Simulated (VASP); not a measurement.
Set up this calculation in VASP 6.6.1, as the native input.

| Item | Value |
| --- | --- |
| Task | single point |
| Functional | PBE |
| Potentials or basis | VASP PAW PBE potentials, release 64 (Zr_sv, W_sv) |
| Cutoff | 500 eV |
| k mesh | 4 × 4 × 6 |
| Occupations | gaussian, width 0.1 eV |
| Spin | no spin polarisation |
| Dipole correction | no |
| Further INCAR settings | ALGO = Normal; EDIFF = 1e-06; NBANDS = 47 |

The structure of Zr2W lies in POSCAR:

```
Zr2W
1.0
    5.4299968256      0.0000000000      0.0000000000
    0.0000000000      5.4299968256      0.0000000000
    0.0000000000      0.0000000000      3.4974663924
Zr W
4 2
Direct
    0.3060000000      0.3060000000      0.0000000000
    0.1940000000      0.8060000000      0.5000000000
    0.6940000000      0.6940000000      0.0000000000
    0.8060000000      0.1940000000      0.5000000000
    0.0000000000      0.0000000000      0.0000000000
    0.5000000000      0.5000000000      0.5000000000
```

The input as run:

INCAR

```
ALGO     = Normal         # electronic algorithm
EDIFF    = 1E-6           # SCF threshold, eV
ENCUT    = 500            # plane-wave cutoff, eV
GGA      = PE             # functional
GGA_COMPAT= F            
ISIF     = 2              # what is computed and relaxed
ISMEAR   = 0              # smearing method
LASPH    = T              # aspherical terms in the spheres
LCHARG   = F              # write CHGCAR
LREAL    = F              # projectors in reciprocal space
LWAVE    = F              # write WAVECAR
NBANDS   = 47             # bands
NELM     = 120            # most SCF steps
PREC     = Accurate       # precision mode
SIGMA    = 0.1            # smearing width, eV
```

KPOINTS

```
k-points
0
Gamma
  4 4 6
```

Potentials or basis: VASP PAW PBE potentials, release 64 (Zr_sv, W_sv).

Command:

```sh
$ cat potpaw_PBE.64/Zr_sv/POTCAR potpaw_PBE.64/W_sv/POTCAR > POTCAR
$ mpirun -np 1 vasp_std > vasp.out
```

It gave:

| Quantity | Value |
| --- | --- |
| Pressure | 86.7 GPa |
| Largest force | 2.487 eV/Å |
| Band gap on the k mesh | zero (bands 38 and 39 overlap by 0.25 eV) |

Caveat: the cell stands under pressure; spin-orbit coupling is left out, which moves the levels of the heavy elements; forces of over 1 eV/Å act on the atoms, so gaps and moduli don't describe the material at rest.

Wall time 60 s on 1 thread of Intel(R) Xeon(R) 6975P-C (Granite Rapids) (shared host), peak memory 0.24 GiB.
